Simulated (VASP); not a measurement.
Set up this calculation in VASP 6.6.1, as the native input.

```yaml
Task: single point
Functional: PBE
Potentials_or_basis: VASP PAW PBE potentials, release 64 (Pt)
Cutoff: 500 eV
k_mesh: 10 × 10 × 10
Occupations: gaussian, width 0.05 eV
Spin: no spin polarisation
Dipole_correction: no
Further_INCAR_settings: ALGO = Normal; EDIFF = 1e-06; NBANDS = 11
```

The structure of Pt lies in POSCAR:

```
Pt
1.0
    2.5656297454      0.0000000000      0.0000000000
    0.0000000000      2.5656297454      0.0000000000
    0.0000000000      0.0000000000      2.5656297454
Pt
1
Direct
    0.0000000000      0.0000000000      0.0000000000
```

The input as run:

INCAR

```
SYSTEM = Pt
PREC = Accurate
ENCUT = 500
EDIFF = 1E-6
ISMEAR = 0
SIGMA = 0.05
LREAL = .FALSE.
LASPH = .TRUE.
NELM = 120
ALGO = Normal
ISIF = 2
LWAVE = .FALSE.
LCHARG = .FALSE.
GGA = PE
NBANDS = 11
GGA_COMPAT = .FALSE.
```

KPOINTS

```
regular mesh
0
G
  10 10 10
  0 0 0
```

Potentials or basis: VASP PAW PBE potentials, release 64 (Pt).

Command:

```console
$ cat potpaw_PBE.64/Pt/POTCAR > POTCAR
$ mpirun -np 1 vasp_std > vasp.out
```

It gave:

- Pressure: 14.4 GPa
- Band gap on the k mesh: zero (band 5 reaches 11.60 eV, above the bottom of band 6 at 8.08 eV)

Caveat: spin-orbit coupling is left out, which moves the levels of the heavy elements.

Run time: 12 s on 1 thread of Intel Xeon 8259CL, on a shared host, peak memory 0.13 GiB.
